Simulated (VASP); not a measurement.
# TaN (P6_3mc) in VASP: further runs, part 3 of 3

VASP 6.6.1. The steps go on from the part before.

### Step 5. Electric field gradients, PBEsol (volume scaled by 1.01)

INCAR

```
SYSTEM = TaN
ALGO = Normal
EDIFF = 1E-8
ENCUT = 520
GGA = PS
ISIF = 2
ISMEAR = -1
LASPH = .True.
LCHARG = .False.
LEFG = .True.
LREAL = .False.
LWAVE = .False.
NBANDS = 24
NELM = 80
PREC = Accurate
SIGMA = 0.01
```

KPOINTS

```
k-points
0
Gamma
  9 9 5
  0 0 0
```

POSCAR

```
TaN
1.0
    3.0601340589      0.0000000000      0.0000000000
   -1.5300670295      2.6501538341      0.0000000000
    0.0000000000      0.0000000000      4.9564120807
Ta N
2 2
Direct
    0.3333333333      0.6666666667      0.0000000000
    0.6666666667      0.3333333333      0.5000000000
    0.3333333333      0.6666666667      0.3850000000
    0.6666666667      0.3333333333      0.8850000000
```

Potentials or basis: VASP PAW PBE potentials, release 64 (Ta_pv, N).

Started as:

```console
$ cat potpaw_PBE.64/Ta_pv/POTCAR potpaw_PBE.64/N/POTCAR > POTCAR
$ mpirun -np 1 vasp_std > vasp.out
```

OUTCAR:

```text
SYSTEM = TaN
   EDIFF = 1E-8
   ENCUT = 520
   GGA = PS
   ISIF = 2
   ISMEAR = -1
   LASPH = .True.
   LREAL = .False.
   NELM = 80
   PREC = Accurate

 ion  position               nearest neighbor table
   1  0.333  0.667  0.000-   4 1.86   4 1.86   4 1.86   3 1.91   2 3.04   2 3.04   2 3.04   2 3.04
                             2 3.04   2 3.04
   2  0.667  0.333  0.500-   3 1.86   3 1.86   3 1.86   4 1.91   1 3.04   1 3.04   1 3.04   1 3.04
                             1 3.04   1 3.04
   3  0.333  0.667  0.385-   2 1.86   2 1.86   2 1.86   1 1.91
   4  0.667  0.333  0.885-   1 1.86   1 1.86   1 1.86   2 1.91

  LATTYP: Found a hexagonal cell.
 ALAT       =     3.0601340589
 C/A-ratio  =     1.6196715521

  Lattice vectors:

 A1 = (   3.0601340589,   0.0000000000,   0.0000000000)
 A2 = (  -1.5300670295,   2.6501538341,   0.0000000000)
 A3 = (   0.0000000000,   0.0000000000,   4.9564120807)

Analysis of symmetry for initial positions (statically):
=====================================================================
 Subroutine PRICEL returns:
 Original cell was already a primitive cell.

 Routine SETGRP: Setting up the symmetry group for a
 hexagonal supercell.

 Subroutine GETGRP returns: Found 12 space group operations
 (whereof  6 operations were pure point group operations)
 out of a pool of 24 trial point group operations.

The static configuration has the point symmetry C_3v.
 The point group associated with its full space group is C_6v.

Analysis of symmetry for dynamics (positions and initial velocities):
=====================================================================
 Subroutine PRICEL returns:
 Original cell was already a primitive cell.

 Routine SETGRP: Setting up the symmetry group for a
 hexagonal supercell.

[... 810 lines left out ...]
     24      17.0190      0.00000

 [... further k-points ...]
[... 5 lines left out ...]
  --------------------------------------------------------------------------------------
  -------------------------------------------------------------------------------------
  Total       32.7267187     32.7267187     26.6871144     -0.0000000     -0.0000000      0.0000000
  in kB     1304.4700215   1304.4700216   1063.7345262     -0.0000000     -0.0000000      0.0000000
  external PRESSURE =    1224.2248565 kB  Pullay stress =       0.0000000 kB

 VOLUME and BASIS-vectors are now :
 -----------------------------------------------------------------------------
  energy-cutoff  :      520.00
  volume of cell :       40.20
      direct lattice vectors                 reciprocal lattice vectors
     3.060134059  0.000000000  0.000000000     0.326783069  0.188668293  0.000000000
    -1.530067030  2.650153834  0.000000000     0.000000000  0.377336586  0.000000000
     0.000000000  0.000000000  4.956412081     0.000000000  0.000000000  0.201758850

 POSITION                                       TOTAL-FORCE (eV/Angst)
 -----------------------------------------------------------------------------------
     -0.00000      1.76677      0.00000        -0.000000     -0.000000      2.293538
      1.53007      0.88338      2.47821         0.000000      0.000000      2.293538
     -0.00000      1.76677      1.90822         0.000000      0.000000     -2.293538
      1.53007      0.88338      4.38642        -0.000000      0.000000     -2.293538
 -----------------------------------------------------------------------------------
    total drift:                               -0.000000      0.000000      0.000374

  FREE ENERGIE OF THE ION-ELECTRON SYSTEM (eV)
  ---------------------------------------------------
  free  energy   TOTEN  =       -41.1273579813 eV

  energy  without entropy=      -41.1261904677  energy(sigma->0) =      -41.12677422

 Electric field gradients (V/A^2)
---------------------------------------------------------------------
 ion       V_xx      V_yy      V_zz      V_xy      V_xz      V_yz
---------------------------------------------------------------------
   1     -60.478   -60.479   120.957    -0.000    -0.000     0.000
   2     -60.478   -60.479   120.957    -0.000     0.000    -0.000
   3      -5.321    -5.321    10.642     0.001     0.000    -0.000
   4      -5.321    -5.321    10.642     0.001    -0.000     0.000
---------------------------------------------------------------------

 Electric field gradients after diagonalization (V/A^2)
 (convention: |V_zz| > |V_xx| > |V_yy|)
----------------------------------------------------------------------
 ion       V_xx      V_yy      V_zz     asymmetry (V_yy - V_xx)/ V_zz
----------------------------------------------------------------------
   1     -60.479   -60.478   120.957       0.000
   2     -60.479   -60.478   120.957       0.000
   3      -5.322    -5.320    10.642       0.000
   4      -5.322    -5.320    10.642       0.000
----------------------------------------------------------------------

           NMR quadrupolar parameters

 Cq : quadrupolar parameter    Cq=e*Q*V_zz/h
 eta: asymmetry parameters     (V_yy - V_xx)/ V_zz
 Q  : nuclear electric quadrupole moment in mb (millibarn)
----------------------------------------------------------------------
 ion       Cq(MHz)       eta       Q (mb)
----------------------------------------------------------------------
   1       0.292       0.000       1.000
   2       0.292       0.000       1.000
   3       0.026       0.000       1.000
   4       0.026       0.000       1.000
----------------------------------------------------------------------
```

It took 30 s on 1 thread of AMD EPYC 7R13, shared host; peak memory 0.18 GiB.

What came out:

| Item | Value |
| --- | --- |
| Free energy | -41.1274 eV |
| Pressure | 122.4 GPa |
| Largest force | 2.294 eV/Å |
| Band gap on the k mesh | zero (band 16 reaches 10.03 eV, above the bottom of band 17 at 7.84 eV) |

Forces in eV/Å, atoms in the order of the input:
```
Ta   0.000  0.000  2.294
Ta   0.000  0.000  2.294
N    0.000  0.000 -2.294
N    0.000  0.000 -2.294
```

Levels at points of the mesh, in eV from the Fermi level:
```tsv
k point	band 12	band 13	band 14	band 15	band 16	band 17	band 18	band 19	band 20	band 21
(0.00, 0.00, 0.00)	-7.82	-7.82	-7.54	-0.85	-0.85	-0.35	2.12	2.61	2.61	4.53
```

Electric field gradients, principal values (V/Å²):
| atom | least | middle | greatest (by size) |
| --- | --- | --- | --- |
| 1 Ta | -60.478 | -60.479 | 120.957 |
| 2 Ta | -60.478 | -60.479 | 120.957 |
| 3 N | -5.320 | -5.322 | 10.642 |
| 4 N | -5.320 | -5.322 | 10.642 |

Caveat: without QUAD_EFG the Cq values of the log hold for a quadrupole moment of 1 mb, not for the nuclei; the PAW data sets were made with another functional, which shifts forces and pressure a little; spin-orbit coupling is left out, which moves the levels of the heavy elements.

### Step 6. Electric field gradients, PBEsol (volume scaled by 1.01)

INCAR

```
ALGO = Normal ; EDIFF = 1E-8
ENCUT = 520 ; GGA = PS
ISIF = 2 ; ISMEAR = -1
LASPH = True ; LCHARG = False
LEFG = True ; LREAL = False
LWAVE = False ; NBANDS = 24
NELM = 80 ; PREC = Accurate
SIGMA = 0.01
```

KPOINTS

```
k-points
0
Gamma
  9 9 5
```

POSCAR is that of step 5.

Potentials or basis: VASP PAW PBE potentials, release 64 (Ta_pv, N).

Started as:

```console
$ cat potpaw_PBE.64/Ta_pv/POTCAR potpaw_PBE.64/N/POTCAR > POTCAR
$ mpirun -np 1 vasp_std > vasp.out
```

OUTCAR:

```text
EDIFF = 1E-8
   ENCUT = 520
   GGA = PS
   ISIF = 2
   ISMEAR = -1
   LASPH = True
   LREAL = False
   NELM = 80
   PREC = Accurate

 ion  position               nearest neighbor table
   1  0.333  0.667  0.000-   4 1.86   4 1.86   4 1.86   3 1.91   2 3.04   2 3.04   2 3.04   2 3.04
                             2 3.04   2 3.04
   2  0.667  0.333  0.500-   3 1.86   3 1.86   3 1.86   4 1.91   1 3.04   1 3.04   1 3.04   1 3.04
                             1 3.04   1 3.04
   3  0.333  0.667  0.385-   2 1.86   2 1.86   2 1.86   1 1.91
   4  0.667  0.333  0.885-   1 1.86   1 1.86   1 1.86   2 1.91

  LATTYP: Found a hexagonal cell.
 ALAT       =     3.0601340589
 C/A-ratio  =     1.6196715521

  Lattice vectors:

 A1 = (   3.0601340589,   0.0000000000,   0.0000000000)
 A2 = (  -1.5300670295,   2.6501538341,   0.0000000000)
 A3 = (   0.0000000000,   0.0000000000,   4.9564120807)

Analysis of symmetry for initial positions (statically):
=====================================================================
 Subroutine PRICEL returns:
 Original cell was already a primitive cell.

 Routine SETGRP: Setting up the symmetry group for a
 hexagonal supercell.

 Subroutine GETGRP returns: Found 12 space group operations
 (whereof  6 operations were pure point group operations)
 out of a pool of 24 trial point group operations.

The static configuration has the point symmetry C_3v.
 The point group associated with its full space group is C_6v.

Analysis of symmetry for dynamics (positions and initial velocities):
=====================================================================
 Subroutine PRICEL returns:
 Original cell was already a primitive cell.

 Routine SETGRP: Setting up the symmetry group for a
 hexagonal supercell.

 Subroutine GETGRP returns: Found 12 space group operations
 (whereof  6 operations were pure point group operations)
 out of a pool of 24 trial point group operations.

The dynamic configuration has the point symmetry C_3v.
 The point group associated with its full space group is C_6v.

 Subroutine INISYM returns: Found 12 space group operations
 (whereof  6 operations are pure point group operations),
 and found     1 'primitive' translations

----------------------------------------------------------------------------------------

                                     Primitive cell

  volume of cell :      40.1956

  direct lattice vectors                    reciprocal lattice vectors
     3.060134059  0.000000000  0.000000000     0.326783069  0.188668293  0.000000000
    -1.530067030  2.650153834  0.000000000     0.000000000  0.377336586  0.000000000
     0.000000000  0.000000000  4.956412081     0.000000000  0.000000000  0.201758850

  length of vectors
     3.060134059  3.060134059  4.956412081     0.377336586  0.377336586  0.201758850

  position of ions in fractional coordinates (direct lattice)
     0.333333333  0.666666667  0.000000000
     0.666666667  0.333333333  0.500000000
     0.333333333  0.666666667  0.385000000
     0.666666667  0.333333333  0.885000000

[... 87 lines left out ...]
   TEBEG  =    0.0;   TEEND  =   0.0 temperature during run
   PSTRESS=    0.0 pullay stress
   NELECT =      32.0000    total number of electrons
   NUPDOWN=      -1.0000    fix difference up-down
   EMIN   =  10.00;   EMAX   =-10.00  energy-range for DOS
   EFERMI =   0.00;   METHOD = LEGACY
   ISMEAR =    -1;   SIGMA  =   0.01  broadening in eV -4-tet -1-fermi 0-gaus
   EFERMI_NEDOS =   21; number of points for ismear=-14 and -15
   IALGO  =     38    algorithm
   IMIX   =      4    mixing-type and parameters
     AMIX     =   0.40;   BMIX     =  1.00
     AMIX_MAG =   1.60;   BMIX_MAG =  1.00
  volume/ion in A,a.u.               =      10.05        67.81
  Fermi-wavevector in a.u.,A,eV,Ry     =   1.517278  2.867240 31.322417  2.302133
  Thomas-Fermi vector in A             =   2.626555
   LORBIT       =      0    0 simple, 1 ext, 2 COOP (PROOUT), +10 PAW based schemes
   GGA     = PS    functional components
   LHFCALC =     F    Hartree Fock is set to
   AEXX    =    0.0000 exact exchange contribution
   IVDW    =     0    specifies the selected vdW correction
   LEPSILON=     F    determine dielectric tensor
   LRPA    =     F    only Hartree local field effects (RPA)
 non-spin polarized calculation
  energy-cutoff  :      520.00
  volume of cell :       40.20
 maximum number of plane-waves:      1099
 NGX is ok and might be reduce to    24
   NGX = 11   NGY = 11   NGZ = 19

 number of electron      32.0000001 magnetization

 Free energy of the ion-electron system (eV)
  ---------------------------------------------------
  ext. energy  EPLUGINS =         0.00000000
  ---------------------------------------------------
  free energy    TOTEN  =       -41.12735798 eV

  energy without entropy =      -41.12619047  energy(sigma->0) =      -41.12677422

 E-fermi :   9.5000     XC(G=0): -13.6424

 val. band max:        9.4787911385   @ k =   0.2222  -0.0000   0.0000
 cond. band min:       9.5081095715   @ k =   0.1111   0.1111   0.4000
 fundamental gap:      0.0293184330
 Fermi energy:         9.4999998202

 k-point     1 :       0.0000    0.0000    0.0000
  band No.  band energies     occupation
      1     -26.5455      2.00000
      2     -25.4775      2.00000
      3     -25.4775      2.00000
      4     -25.2914      2.00000
      5     -25.2914      2.00000
      6     -25.2278      2.00000
[... 637 lines left out ...]
     23      17.0190      0.00000
     24      17.0190      0.00000

 [... further k-points ...]
[... 5 lines left out ...]
  --------------------------------------------------------------------------------------
  -------------------------------------------------------------------------------------
  Total       32.7267187     32.7267187     26.6871144     -0.0000000     -0.0000000      0.0000000
  in kB     1304.4700215   1304.4700216   1063.7345262     -0.0000000     -0.0000000      0.0000000
  external PRESSURE =    1224.2248565 kB  Pullay stress =       0.0000000 kB

 VOLUME and BASIS-vectors are now :
 -----------------------------------------------------------------------------
  energy-cutoff  :      520.00
  volume of cell :       40.20
      direct lattice vectors                 reciprocal lattice vectors
     3.060134059  0.000000000  0.000000000     0.326783069  0.188668293  0.000000000
    -1.530067030  2.650153834  0.000000000     0.000000000  0.377336586  0.000000000
     0.000000000  0.000000000  4.956412081     0.000000000  0.000000000  0.201758850

 POSITION                                       TOTAL-FORCE (eV/Angst)
 -----------------------------------------------------------------------------------
     -0.00000      1.76677      0.00000        -0.000000     -0.000000      2.293538
      1.53007      0.88338      2.47821         0.000000      0.000000      2.293538
     -0.00000      1.76677      1.90822         0.000000      0.000000     -2.293538
      1.53007      0.88338      4.38642        -0.000000      0.000000     -2.293538
 -----------------------------------------------------------------------------------
    total drift:                               -0.000000      0.000000      0.000374

  FREE ENERGIE OF THE ION-ELECTRON SYSTEM (eV)
  ---------------------------------------------------
  free  energy   TOTEN  =       -41.1273579813 eV

  energy  without entropy=      -41.1261904677  energy(sigma->0) =      -41.12677422

 Electric field gradients (V/A^2)
---------------------------------------------------------------------
 ion       V_xx      V_yy      V_zz      V_xy      V_xz      V_yz
---------------------------------------------------------------------
   1     -60.478   -60.479   120.957    -0.000    -0.000     0.000
   2     -60.478   -60.479   120.957    -0.000     0.000    -0.000
   3      -5.321    -5.321    10.642     0.001     0.000    -0.000
   4      -5.321    -5.321    10.642     0.001    -0.000     0.000
---------------------------------------------------------------------

 Electric field gradients after diagonalization (V/A^2)
 (convention: |V_zz| > |V_xx| > |V_yy|)
----------------------------------------------------------------------
 ion       V_xx      V_yy      V_zz     asymmetry (V_yy - V_xx)/ V_zz
----------------------------------------------------------------------
   1     -60.479   -60.478   120.957       0.000
   2     -60.479   -60.478   120.957       0.000
   3      -5.322    -5.320    10.642       0.000
   4      -5.322    -5.320    10.642       0.000
----------------------------------------------------------------------

           NMR quadrupolar parameters

 Cq : quadrupolar parameter    Cq=e*Q*V_zz/h
 eta: asymmetry parameters     (V_yy - V_xx)/ V_zz
 Q  : nuclear electric quadrupole moment in mb (millibarn)
----------------------------------------------------------------------
 ion       Cq(MHz)       eta       Q (mb)
----------------------------------------------------------------------
   1       0.292       0.000       1.000
   2       0.292       0.000       1.000
   3       0.026       0.000       1.000
   4       0.026       0.000       1.000
----------------------------------------------------------------------
```

OSZICAR:

```text
N       E                     dE             d eps       ncg     rms          rms(c)
DAV:   1     0.287059027096E+03    0.28706E+03   -0.17703E+04  1728   0.143E+03
DAV:   2    -0.335029969190E+02   -0.32056E+03   -0.30495E+03  2040   0.425E+02
DAV:   3    -0.477161490662E+02   -0.14213E+02   -0.14047E+02  2152   0.896E+01
DAV:   4    -0.478446269168E+02   -0.12848E+00   -0.12841E+00  1904   0.904E+00
DAV:   5    -0.478459894270E+02   -0.13625E-02   -0.13624E-02  2176   0.801E-01    0.589E+01
DAV:   6    -0.412650610513E+02    0.65809E+01   -0.22257E+01  2008   0.365E+01    0.252E+01
DAV:   7    -0.411717360125E+02    0.93325E-01   -0.86778E-01  1824   0.748E+00    0.133E+01
DAV:   8    -0.411308491143E+02    0.40887E-01   -0.49578E-02  2160   0.159E+00    0.142E+00
DAV:   9    -0.411273155593E+02    0.35336E-02   -0.95333E-03  2024   0.688E-01    0.148E-01
DAV:  10    -0.411273660630E+02   -0.50504E-04   -0.42199E-04  2080   0.175E-01    0.492E-02
DAV:  11    -0.411273588416E+02    0.72213E-05   -0.22747E-05  2120   0.370E-02    0.114E-02
DAV:  12    -0.411273583394E+02    0.50220E-06   -0.14480E-06  2016   0.114E-02    0.374E-03
DAV:  13    -0.411273580148E+02    0.32460E-06   -0.18033E-07  2056   0.321E-03    0.230E-03
DAV:  14    -0.411273580042E+02    0.10584E-07   -0.13192E-08  1184   0.107E-03    0.561E-04
DAV:  15    -0.411273579805E+02    0.23698E-07   -0.51849E-09  1064   0.518E-04    0.198E-04
DAV:  16    -0.411273579813E+02   -0.73942E-09   -0.85620E-10  1008   0.241E-04
   1 F= -.41127358E+02 E0= -.41126774E+02  d E =-.116751E-02
```

Run time: 32 s. Hardware: 1 thread of AMD EPYC 7R13, shared host; peak memory 0.18 GiB.

What came out:

* Free energy: -41.1274 eV
* Pressure: 122.4 GPa
* Largest force: 2.294 eV/Å
* Band gap on the k mesh: zero (band 16 reaches 10.03 eV, above the bottom of band 17 at 7.84 eV)

Forces on the atoms (eV/Å):
```
Ta   0.000  0.000  2.294
Ta   0.000  0.000  2.294
N    0.000  0.000 -2.294
N    0.000  0.000 -2.294
```

Stress tensor (GPa, compression positive):
```
130.45   0.00   0.00
  0.00 130.45   0.00
  0.00   0.00 106.37
```

Levels at points of the mesh, in eV from the Fermi level:
| k point | band 12 | band 13 | band 14 | band 15 | band 16 | band 17 | band 18 | band 19 | band 20 | band 21 |
| --- | --- | --- | --- | --- | --- | --- | --- | --- | --- | --- |
| (0.00, 0.00, 0.00) | -7.82 | -7.82 | -7.54 | -0.85 | -0.85 | -0.35 | 2.12 | 2.61 | 2.61 | 4.53 |

Electric field gradients, principal values (V/Å²):
| atom | least | middle | greatest (by size) |
| --- | --- | --- | --- |
| 1 Ta | -60.478 | -60.479 | 120.957 |
| 2 Ta | -60.478 | -60.479 | 120.957 |
| 3 N | -5.320 | -5.322 | 10.642 |
| 4 N | -5.320 | -5.322 | 10.642 |

Caveat: without QUAD_EFG the Cq values of the log hold for a quadrupole moment of 1 mb, not for the nuclei; the PAW data sets were made with another functional, which shifts forces and pressure a little; spin-orbit coupling is left out, which moves the levels of the heavy elements.

### Step 7. Summary

| cell | gap on the mesh (eV) | pressure (GPa) | largest force (eV/Å) |
| --- | --- | --- | --- |
| a = 2.988, b = 2.988, c = 4.839 Å, angles 90.0, 90.0, 120.0°, 4 atoms | none | 179.1 | 2.44 |
| a = 3.030, b = 3.030, c = 4.907 Å, angles 90.0, 90.0, 120.0°, 4 atoms | none | 144.6 | 2.36 |
| a = 3.060, b = 3.060, c = 4.956 Å, angles 90.0, 90.0, 120.0°, 4 atoms | none | 122.4 | 2.29 |

Alike in all rows: task electric field gradients; level PBEsol; potentials or basis VASP PAW PBE potentials, release 64 (Ta_pv, N); no spin polarisation; k mesh 9 × 9 × 5; cutoff (eV) 520; smearing fermi-dirac 0.01 eV.

Caveats: the PAW data sets were made with another functional, which shifts forces and pressure a little; spin-orbit coupling is left out, which moves the levels of the heavy elements.

Total energies depend on the potentials used, so only differences within one code and one set of settings carry meaning.
